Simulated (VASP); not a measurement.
Here is a VASP 6.6.1 calculation.

File INCAR:

```
PREC = Accurate ; ENCUT = 520
EDIFF = 1E-6 ; ISMEAR = 0
SIGMA = 0.15 ; LREAL = F
LASPH = T ; NELM = 100
ALGO = Normal ; ISIF = 2
LWAVE = F ; LCHARG = T
GGA = PE ; LELF = T
LVHAR = T ; NBANDS = 12
```

Contents of KPOINTS:

```
Automatic mesh
0
Gamma
  20 20 20
```

POSCAR

```
Ag
1.0
    0.0000000000      2.0431000000      2.0431000000
    1.9818070000      0.0000000000      2.0431000000
    1.9818070000      2.0431000000      0.0000000000
Ag
1
Direct
    0.0000000000      0.0000000000      0.0000000000
```

Potentials or basis: VASP PAW PBE potentials, release 64 (Ag).

Run with:

```bash
$ cat potpaw_PBE.64/Ag/POTCAR > POTCAR
$ mpirun -np 1 vasp_std > vasp.out
```

Estimate the pressure.

8.4 GPa.

What does it give for the band gap on the k mesh?

Zero (an odd number of electrons rules out a gap without spin polarisation).

Stress tensor (GPa, compression positive):
```
9.20 0.00 0.00
0.00 7.99 0.00
0.00 0.00 7.99
```

Caveat: the cell differs from its parent crystal (strain -0.0300 x Voigt [1, 0, 0, 0, 0, 0]); the cell stands under pressure.
